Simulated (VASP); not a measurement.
Write the native input for VASP 6.6.1 that does the following.

```yaml
Task: single point
Functional: PBEsol
Potentials_or_basis: VASP PAW PBE potentials, release 64 (Te, Cd)
Cutoff: 520 eV
k_mesh: 5 × 5 × 5
Occupations: fermi-dirac, width 0.05 eV
Spin: no spin polarisation
Dipole_correction: no
Further_INCAR_settings: ALGO = Normal; EDIFF = 1e-06; NBANDS = 16
```

The structure of CdTe lies in POSCAR:

```
CdTe
1.0
    0.0000000000      3.2050000000      3.2050000000
    3.2050000000      0.0000000000      3.2050000000
    3.2050000000      3.2050000000      0.0000000000
Te Cd
1 1
Direct
    0.7500000000      0.7500000000      0.7500000000
    0.0000000000      0.0000000000      0.0000000000
```

The input as run:

INCAR

```
PREC     = Accurate       # precision mode
ENCUT    = 520            # plane-wave cutoff, eV
EDIFF    = 1E-6           # SCF threshold, eV
ISMEAR   = -1             # smearing method
SIGMA    = 0.05           # smearing width, eV
LREAL    = F              # projectors in reciprocal space
LASPH    = T              # aspherical terms in the spheres
NELM     = 80             # most SCF steps
ALGO     = Normal         # electronic algorithm
ISIF     = 2              # what is computed and relaxed
LWAVE    = F              # write WAVECAR
LCHARG   = F              # write CHGCAR
GGA      = PS             # functional
NBANDS   = 16             # bands
```

KPOINTS

```
Automatic mesh
0
Gamma
  5 5 5
```

Potentials or basis: VASP PAW PBE potentials, release 64 (Te, Cd).

Command:

```console
$ cat potpaw_PBE.64/Te/POTCAR potpaw_PBE.64/Cd/POTCAR > POTCAR
$ mpirun -np 1 vasp_std > vasp.out
```

Results of the run:

```yaml
Pressure: 1.9 GPa
Band_gap_on_the_k_mesh: 0.76 eV, direct
```

Caveat: the PAW data sets were made with another functional, which shifts forces and pressure a little; spin-orbit coupling is left out, which moves the levels of the heavy elements.

Wall time 11 s on 1 thread of Intel(R) Xeon(R) Platinum 8259CL CPU @ 2.50GHz (Skylake/Cascade Lake), on a shared host, peak memory 0.2 GiB.
